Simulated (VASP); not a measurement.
# Hf2O (P6_3/mmc) in VASP: relaxation of cell and atoms with r2SCAN

Aim: the relaxation of cell and atoms of Hf2O with r2SCAN.

Everything below comes from runs of VASP 6.6.1. Logs are shortened: lines on timing, memory, paths and dates and some standing lists are left out, and cuts for length are marked.

### Step 1. The cell of the first run

Symmetry: P6_3/mmc, No. 194, hexagonal system. The conventional cell has a = 3.181 Å, b = 3.181 Å, c = 11.045 Å, α = 90.00°, β = 90.00°, γ = 120.00°. Hf (site symmetry 3m) has 3 O at 2.47 Å and 10 Hf at 2.88 to 3.31 Å within 3.4 Å. O (site symmetry -6m2) has 6 Hf at 2.47 Å and 6 O at 3.18 Å within 3.3 Å.

### Step 2. Relaxation of cell and atoms, r2SCAN

POSCAR reads:

```
Hf2O
1.0
    3.1808619263      0.0000000000      0.0000000000
   -1.5904309632      2.7547072341      0.0000000000
    0.0000000000      0.0000000000     11.0445434174
Hf O
4 2
Direct
    0.6666666667      0.3333333333      0.8997311427
    0.3333333333      0.6666666667      0.3997311427
    0.6666666667      0.3333333333      0.6002688573
    0.3333333333      0.6666666667      0.1002688573
    0.0000000000      0.0000000000      0.7500000000
    0.0000000000      0.0000000000      0.2500000000
```

INCAR.step1 reads:

```
SYSTEM = Hf2O
PREC = Accurate ; ENCUT = 600
ISMEAR = 0 ; SIGMA = 0.1
LREAL = .False. ; LASPH = .True.
NELM = 100 ; GGA = PE
ALGO = Normal ; EDIFF = 1E-4
LWAVE = .True. ; LCHARG = .False.
```

INCAR.step2 reads:

```
SYSTEM = Hf2O
PREC = Accurate ; ENCUT = 600
EDIFF = 1E-6 ; ISMEAR = 0
SIGMA = 0.1 ; LREAL = .False.
LASPH = .True. ; NELM = 100
ALGO = Normal ; ISIF = 3
LWAVE = .False. ; LCHARG = .False.
METAGGA = R2SCAN ; LMIXTAU = .True.
IBRION = 2 ; NSW = 80
EDIFFG = -0.05 ; ISTART = 1
```

KPOINTS reads:

```
Automatic mesh
0
Gamma
  6 6 2
  0 0 0
```

Potentials or basis: VASP PAW PBE potentials, release 64 (Hf_pv, O).

Run with:

```
> cat potpaw_PBE.64/Hf_pv/POTCAR potpaw_PBE.64/O/POTCAR > POTCAR
> cp INCAR.step1 INCAR
> mpirun -np 1 vasp_std > vasp.out
> cp INCAR.step2 INCAR
> mpirun -np 1 vasp_std > vasp.out
```

OUTCAR:

```text
SYSTEM = Hf2O
   PREC = Accurate
   ENCUT = 600
   EDIFF = 1E-6
   ISMEAR = 0
   LREAL = .False.
   LASPH = .True.
   NELM = 100
   ISIF = 3
   METAGGA = R2SCAN
   IBRION = 2
   NSW = 80
   EDIFFG = -0.05
   ISTART = 1

 ion  position               nearest neighbor table
   1  0.667  0.333  0.900-   5 2.47   5 2.47   5 2.47   4 2.88   4 2.88   4 2.88   3 3.31
   2  0.333  0.667  0.400-   6 2.47   6 2.47   6 2.47   3 2.88   3 2.88   3 2.88   4 3.31
   3  0.667  0.333  0.600-   5 2.47   5 2.47   5 2.47   2 2.88   2 2.88   2 2.88   1 3.31
   4  0.333  0.667  0.100-   6 2.47   6 2.47   6 2.47   1 2.88   1 2.88   1 2.88   2 3.31
   5  0.000  0.000  0.750-   1 2.47   3 2.47   1 2.47   3 2.47   1 2.47   3 2.47
   6  0.000  0.000  0.250-   2 2.47   4 2.47   2 2.47   4 2.47   2 2.47   4 2.47

  LATTYP: Found a hexagonal cell.
 ALAT       =     3.1808619263
 C/A-ratio  =     3.4721857387

  Lattice vectors:

 A1 = (   3.1808619263,   0.0000000000,   0.0000000000)
 A2 = (  -1.5904309632,   2.7547072341,   0.0000000000)
 A3 = (   0.0000000000,   0.0000000000,  11.0445434174)

Analysis of symmetry for initial positions (statically):
=====================================================================
 Subroutine PRICEL returns:
 Original cell was already a primitive cell.

 Routine SETGRP: Setting up the symmetry group for a
 hexagonal supercell.

 Subroutine GETGRP returns: Found 24 space group operations
 (whereof 12 operations were pure point group operations)
 out of a pool of 24 trial point group operations.

The static configuration has the point symmetry D_3d.
 The point group associated with its full space group is D_6h.

Analysis of symmetry for dynamics (positions and initial velocities):
=====================================================================
 Subroutine PRICEL returns:
 Original cell was already a primitive cell.

 Routine SETGRP: Setting up the symmetry group for a
 hexagonal supercell.

 Subroutine GETGRP returns: Found 24 space group operations
 (whereof 12 operations were pure point group operations)
 out of a pool of 24 trial point group operations.

The dynamic configuration has the point symmetry D_3d.
 The point group associated with its full space group is D_6h.

 Subroutine INISYM returns: Found 24 space group operations
 (whereof 12 operations are pure point group operations),
 and found     1 'primitive' translations

----------------------------------------------------------------------------------------

                                     Primitive cell

  volume of cell :      96.7761

  direct lattice vectors                    reciprocal lattice vectors
     3.180861926  0.000000000  0.000000000     0.314380197  0.181507492  0.000000000
    -1.590430963  2.754707234  0.000000000     0.000000000  0.363014983  0.000000000
     0.000000000  0.000000000 11.044543417     0.000000000  0.000000000  0.090542448

  length of vectors
     3.180861926  3.180861926 11.044543417     0.363014983  0.363014983  0.090542448

  position of ions in fractional coordinates (direct lattice)
     0.666666667  0.333333333  0.899731143
     0.333333333  0.666666667  0.399731143
     0.666666667  0.333333333  0.600268857
     0.333333333  0.666666667  0.100268857
     0.000000000  0.000000000  0.750000000
     0.000000000  0.000000000  0.250000000

  ion indices of the primitive-cell ions
   primitive index   ion index
                 1           1
                 2           2
                 3           3
                 4           4
                 5           5
                 6           6

----------------------------------------------------------------------------------------

 KPOINTS: Automatic mesh

Automatic generation of k-mesh.
 Grid dimensions read from file:
 generate k-points for:    6    6    2

 Generating k-lattice:

  Cartesian coordinates                     Fractional coordinates (reciprocal lattice)
     0.052396700  0.030251249  0.000000000     0.166666667  0.000000000  0.000000000
     0.000000000  0.060502497  0.000000000     0.000000000  0.166666667  0.000000000
     0.000000000  0.000000000  0.045271224     0.000000000  0.000000000  0.500000000

  Length of vectors
     0.060502497  0.060502497  0.045271224

  Shift w.r.t. Gamma in fractional coordinates (k-lattice)
     0.000000000  0.000000000  0.000000000

 Subroutine IBZKPT returns following result:
 ===========================================

 Found     14 irreducible k-points:

 Following reciprocal coordinates:
            Coordinates               Weight
  0.000000  0.000000  0.000000      1.000000
  0.166667 -0.000000  0.000000      6.000000
  0.333333 -0.000000  0.000000      6.000000
  0.500000  0.000000  0.000000      3.000000
  0.166667  0.166667  0.000000      6.000000
  0.333333  0.166667  0.000000     12.000000
  0.333333  0.333333  0.000000      2.000000
  0.000000  0.000000  0.500000      1.000000
  0.166667 -0.000000  0.500000      6.000000
  0.333333 -0.000000  0.500000      6.000000
  0.500000  0.000000  0.500000      3.000000
  0.166667  0.166667  0.500000      6.000000
  0.333333  0.166667  0.500000     12.000000
  0.333333  0.333333  0.500000      2.000000
   k-points           NKPTS =     14   k-points in BZ     NKDIM =     14   number of bands    NBANDS=     31
   number of dos      NEDOS =    301   number of ions     NIONS =      6
   total plane-waves  NPLWV =  70560
   dimension x,y,z NGX =    28 NGY =   28 NGZ =   90
   dimension x,y,z NGXF=    56 NGYF=   56 NGZF=  180
   ions per type =               4   2
   NGX,Y,Z   is equivalent  to a cutoff of  14.63, 14.63, 13.55 a.u.
   NGXF,Y,Z  is equivalent  to a cutoff of  29.27, 29.27, 27.09 a.u.
 SYSTEM =  Hf2O
   PREC   = accura    normal or accurate (medium, high low for compatibility)
   ISTART =      1    job   : 0-new  1-cont  2-samecut
   ICHARG =      0    charge: 1-file 2-atom 10-const
   ISPIN  =      1    spin polarized calculation?
   LNONCOLLINEAR =      F non collinear calculations
   LSORBIT =      F    spin-orbit coupling
   LASPH  =      T    aspherical Exc in radial PAW
   ENCUT  =  600.0 eV  44.10 Ry    6.64 a.u.   6.35  6.35 22.06*2*pi/ulx,y,z
   NELM   =    100;   NELMIN=  2; NELMDL=  0     # of ELM steps
   EDIFF  = 0.1E-05   stopping-criterion for ELM
   LREAL  =      F    real-space projection
   EDIFFG = -.5E-01   stopping-criterion for IOM
   NSW    =     80    number of steps for IOM
   IBRION =      2    ionic relax: 0-MD 1-quasi-New 2-CG
   NFREE  =      1    steps in history (QN), initial steepest desc. (CG)
   ISIF   =      3    stress and relaxation
   ISYM   =      2    0-nonsym 1-usesym 2-fastsym
   POTIM  = 0.5000    time-step for ionic-motion
   TEBEG  =    0.0;   TEEND  =   0.0 temperature during run
   PSTRESS=    0.0 pullay stress
   NELECT =      52.0000    total number of electrons
   NUPDOWN=      -1.0000    fix difference up-down
   EMIN   =  10.00;   EMAX   =-10.00  energy-range for DOS
   EFERMI =   0.00;   METHOD = LEGACY
   ISMEAR =     0;   SIGMA  =   0.10  broadening in eV -4-tet -1-fermi 0-gaus
   EFERMI_NEDOS =   21; number of points for ismear=-14 and -15
   IALGO  =     38    algorithm
   IMIX   =      4    mixing-type and parameters
     AMIX     =   0.40;   BMIX     =  1.00
     AMIX_MAG =   1.60;   BMIX_MAG =  1.00
  volume/ion in A,a.u.               =      16.13       108.85
  Fermi-wavevector in a.u.,A,eV,Ry     =   1.330924  2.515082 24.100799  1.771359
  Thomas-Fermi vector in A             =   2.459974
   LORBIT       =      0    0 simple, 1 ext, 2 COOP (PROOUT), +10 PAW based schemes
   METAGGA = R2SCAN    functional components
   LHFCALC =     F    Hartree Fock is set to
   AEXX    =    0.0000 exact exchange contribution
   IVDW    =     0    specifies the selected vdW correction
   LEPSILON=     F    determine dielectric tensor
   LRPA    =     F    only Hartree local field effects (RPA)
 conjugate gradient relaxation of ions
 non-spin polarized calculation
 Gauss-broadening in eV      SIGMA  =   0.10
  energy-cutoff  :      600.00
  volume of cell :       96.78
 maximum number of plane-waves:      3261
 NGX is ok and might be reduce to    28
   NGX = 13   NGY = 13   NGZ = 45

--------------------------------------- Ionic step        1  -------------------------------------------

 number of electron      51.9999994 magnetization

 Free energy of the ion-electron system (eV)
  ---------------------------------------------------
  ext. energy  EPLUGINS =         0.00000000
  ---------------------------------------------------
  free energy    TOTEN  =      -202.50348845 eV

  energy without entropy =     -202.49877182  energy(sigma->0) =     -202.50113013

------------------------ aborting loop because EDIFF is reached ----------------------------------------

  FORCE on cell =-STRESS in cart. coord.  units (eV):
  Direction    XX          YY          ZZ          XY          YZ          ZX
  --------------------------------------------------------------------------------------
  -------------------------------------------------------------------------------------
  Total       -2.8548348     -2.8548348     -4.3376821      0.0000000     -0.0000000      0.0000000
  in kB      -47.2632446    -47.2632446    -71.8125363      0.0000000     -0.0000000      0.0000000
  external PRESSURE =     -55.4463418 kB  Pullay stress =       0.0000000 kB
[... 225 lines left out ...]
  energy  without entropy=     -203.1159292213  energy(sigma->0) =     -203.12126865

--------------------------------------- Ionic step        7  -------------------------------------------

 number of electron      51.9999999 magnetization

 Free energy of the ion-electron system (eV)
  ---------------------------------------------------
  ext. energy  EPLUGINS =         0.00000000
  ---------------------------------------------------
  free energy    TOTEN  =      -203.15268259 eV

  energy without entropy =     -203.14090909  energy(sigma->0) =     -203.14679584

 E-fermi :   6.3748     XC(G=0): -12.7044

 val. band max:        6.3679344802   @ k =   0.1667  -0.0000   0.5000
 cond. band min:       6.5439321018   @ k =   0.1667  -0.0000   0.0000
 fundamental gap:      0.1759976217
 Fermi energy:         6.3747930307

 k-point     1 :       0.0000    0.0000    0.0000
  band No.  band energies     occupation
      1     -26.4608      2.00000
      2     -26.0029      2.00000
      3     -25.8780      2.00000
      4     -25.4560      2.00000
      5     -25.4560      2.00000
      6     -25.4182      2.00000
[... 498 lines left out ...]
  FREE ENERGIE OF THE ION-ELECTRON SYSTEM (eV)
  ---------------------------------------------------
  free  energy   TOTEN  =      -203.1526825938 eV

  energy  without entropy=     -203.1409090913  energy(sigma->0) =     -203.14679584

 reached required accuracy - stopping structural energy minimisation
```

Run time: 34 min. Hardware: 1 thread of Intel Xeon 8259CL, shared host; peak memory 0.31 GiB.

What came out:

```
Free energy                           : -203.1527 eV
Relaxed volume                        : 15.34 Å³/atom
Relaxed cell                          : a = 3.138 Å, b = 3.138 Å, c = 10.788 Å, α = 90.00°, β = 90.00°, γ = 120.00°
Space group after relaxing (to 0.1 Å) : P6_3/mmc (No. 194)
Energy gained by relaxing             : 108.2 meV/atom
Ionic steps                           : 7
Pressure after relaxing               : -0.1 GPa
Largest force after relaxing          : 0.020 eV/Å
Band gap on the k mesh                : zero (bands 26 and 27 overlap by 1.68 eV)
```

Forces in eV/Å, atoms in the order of the input:
```
Hf   0.000  0.000 -0.020
Hf   0.000  0.000 -0.020
Hf   0.000  0.000  0.020
Hf   0.000  0.000  0.020
O    0.000  0.000  0.000
O    0.000  0.000  0.000
```

Step by step:
```tsv
step	energy change (eV)	largest force (eV/Å)	pressure (GPa)	volume (Å³)
1	0.0000	2.6584	-5.54	96.78
2	-0.5823	0.4954	6.14	89.16
3	-0.6302	0.3507	2.37	90.89
4	-0.6315	0.2867	2.79	90.68
5	-0.6315	0.2471	3.03	90.57
6	-0.6231	0.2997	-3.52	93.80
7	-0.6492	0.0205	-0.08	92.02
```

Final structure:
```cif
data_structure
_symmetry_space_group_name_H-M 'P 1'
_symmetry_Int_Tables_number 1
_cell_length_a 3.1383
_cell_length_b 3.1383
_cell_length_c 10.7877
_cell_angle_alpha 90.000
_cell_angle_beta 90.000
_cell_angle_gamma 120.000
_cell_volume 92.02
loop_
_atom_site_label
_atom_site_type_symbol
_atom_site_fract_x
_atom_site_fract_y
_atom_site_fract_z
_atom_site_occupancy
Hf1 Hf 0.66667 0.33333 0.88960 1
Hf2 Hf 0.33333 0.66667 0.38960 1
Hf3 Hf 0.66667 0.33333 0.61040 1
Hf4 Hf 0.33333 0.66667 0.11040 1
O1 O 0.00000 0.00000 0.75000 1
O2 O 0.00000 0.00000 0.25000 1
```

Levels at points of the mesh, in eV from the Fermi level:
| k point | band 24 | band 25 | band 26 | band 27 | band 28 | band 29 |
| --- | --- | --- | --- | --- | --- | --- |
| (0.00, 0.00, 0.00) | -1.22 | -0.48 | 1.04 | 1.04 | 1.21 | 1.21 |
| (0.50, 0.00, 0.00) | -1.77 | -1.67 | -1.00 | -0.64 | 1.15 | 2.02 |
| (0.00, 0.00, 0.50) | -2.28 | 0.72 | 0.72 | 0.98 | 0.98 | 0.98 |
| (0.50, 0.00, 0.50) | -1.97 | -1.43 | -1.43 | 0.26 | 0.26 | 2.29 |

Caveat: the k points lie up to 0.39 Å⁻¹ apart in the final cell, too coarse for converged energies and pressures of a metal; the PAW data sets were made with another functional, which shifts forces and pressure a little; spin-orbit coupling is left out, which moves the levels of the heavy elements; the relaxation stopped at a loose force limit of 0.05 eV/Å, so its end isn't a converged minimum.
